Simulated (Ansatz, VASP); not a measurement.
## One calculation of La3Zr, two programs

The input INCAR:

```
SYSTEM = La3Zr
ALGO     = Normal         ! electronic algorithm
EDIFF    = 1E-7           ! SCF threshold, eV
ENCUT    = 520            ! plane-wave cutoff, eV
GGA      = PE             ! functional
ISIF     = 2              ! what is computed and relaxed
ISMEAR   = 0              ! smearing method
ISPIN    = 2              ! spin polarisation
LASPH    = .True.         ! aspherical terms in the spheres
LCHARG   = .False.        ! write CHGCAR
LMAXMIX  = 6              ! l up to which the mixer works
LORBIT   = 11             ! projections on sites
LREAL    = .False.        ! projectors in reciprocal space
LWAVE    = .False.        ! write WAVECAR
MAGMOM   = 0 0 0 1        ! initial moments
NBANDS   = 34             ! bands
NELM     = 150            ! most SCF steps
PREC     = Accurate       ! precision mode
SIGMA    = 0.1            ! smearing width, eV
```

The input KPOINTS:

```
k-points
0
Gamma
  4 4 4
  0 0 0
```

Contents of POSCAR:

```
La3Zr
1.0
    0.0000000000      4.1162598400      4.1162598400
    4.1162598400      0.0000000000      4.1162598400
    4.1162598400      4.1162598400      0.0000000000
La Zr
3 1
Direct
    0.7500000000      0.7500000000      0.7500000000
    0.5000000000      0.5000000000      0.5000000000
    0.2500000000      0.2500000000      0.2500000000
    0.0000000000      0.0000000000      0.0000000000
```

Input for Ansatz:

```yaml
crystal:
  lattice:
    - [0.0, 4.11625984, 4.11625984]
    - [4.11625984, 0.0, 4.11625984]
    - [4.11625984, 4.11625984, 0.0]
  atoms:
    - { symbol: La, position: [0.75, 0.75, 0.75] }
    - { symbol: La, position: [0.5, 0.5, 0.5] }
    - { symbol: La, position: [0.25, 0.25, 0.25] }
    - { symbol: Zr, position: [0.0, 0.0, 0.0], spin: 1.0 }
basis:
  ecutwfc: 420
kpoints:
  mp_grid: { grid: [4, 4, 4] }
hamiltonian:
  xc: pbe
scf:
  occupations: { method: gaussian, width: 0.1 }
  lower_state_search: "off"
output:
  forces: true
  stress: true
  eigenvalues: true
  populations: true
magnetization:
  spin_polarized: true
```

Change from the starting cell: species swapped into the NdMg3 type (Fm-3m, No. 225).

Alike in both runs: task single point; functional PBE; k mesh 4 × 4 × 4; occupations gaussian, width 0.1 eV; collinear spin.

|  | VASP | Ansatz |
| --- | --- | --- |
| version | VASP 6.6.1 | Ansatz 0.2.0 |
| potentials or method | VASP PAW PBE potentials, release 64 (La, Zr_sv), cutoff 520 eV | scalar-relativistic, plane waves, PAW |
| valence electrons in the cell | 45 | 45 |

```csv
,VASP,Ansatz,Ansatz less VASP
gap on the k mesh at the Fermi level (eV),none,none,-
pressure (GPa),-2.2,-2.3,-0.02
net moment per atom (μB),0.27,0.28,+0.007
size of the moment on the site where the two differ most (μB),0.52,0.66,+0.144
```

Site moments also hang on the region over which each program counts them. A gap of «none» marks a metal or a gap that the smearing closes.

Spin-orbit coupling is off throughout.
